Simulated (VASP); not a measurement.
Runs of VASP 6.6.1 on Te. Symmetry: P3_121, No. 152, trigonal system. Conventional cell: a = 4.632 Å, b = 4.632 Å, c = 5.887 Å, α = 90.00°, β = 90.00°, γ = 120.00°. Within 3.7 Å of Te (site symmetry 2) lie 6 Te at 2.83 to 3.62 Å. 

| k mesh | smearing | gap on the mesh (eV) | pressure (GPa) | largest force (eV/Å) |
| --- | --- | --- | --- | --- |
| 8 × 8 × 6 | methfessel-paxton 0.2 eV | 0.78 | 0.0 | 0.02 |
| 1 × 1 × 1 | fermi-dirac 0.05 eV | (d) | (a) | 0.33 |
| 2 × 2 × 2 | fermi-dirac 0.05 eV | 0.88 | 0.8 | 0.46 |
| 11 × 11 × 8 | fermi-dirac 0.05 eV | 0.69 | 0.0 | 0.02 |
| 8 × 8 × 6 | gaussian 0.01 eV | 0.78 | 0.0 | 0.02 |
| 8 × 8 × 6 | fermi-dirac 0.05 eV | 0.78 | 0.0 | 0.02 |
| 3 × 3 × 2 | fermi-dirac 0.05 eV | (c) | 0.3 | (b) |
| 6 × 6 × 5 | fermi-dirac 0.05 eV | 0.91 | 0.0 | 0.02 |

Alike in all rows: task single point; level r2SCAN; potentials or basis VASP PAW PBE potentials, release 64 (Te); no spin polarisation; cell as given; cutoff (eV) 520.

Q: Estimate the missing entries.

A: (a) 13.9; (b) 0.07; (c) 0.59; (d) 1.87.

Caveats: some runs use coarse meshes; the PAW data sets were made with another functional, which shifts forces and pressure a little; spin-orbit coupling is left out, which moves the levels of the heavy elements.

A k mesh can miss the band edges, and the runs leave out spin-orbit coupling on Te.
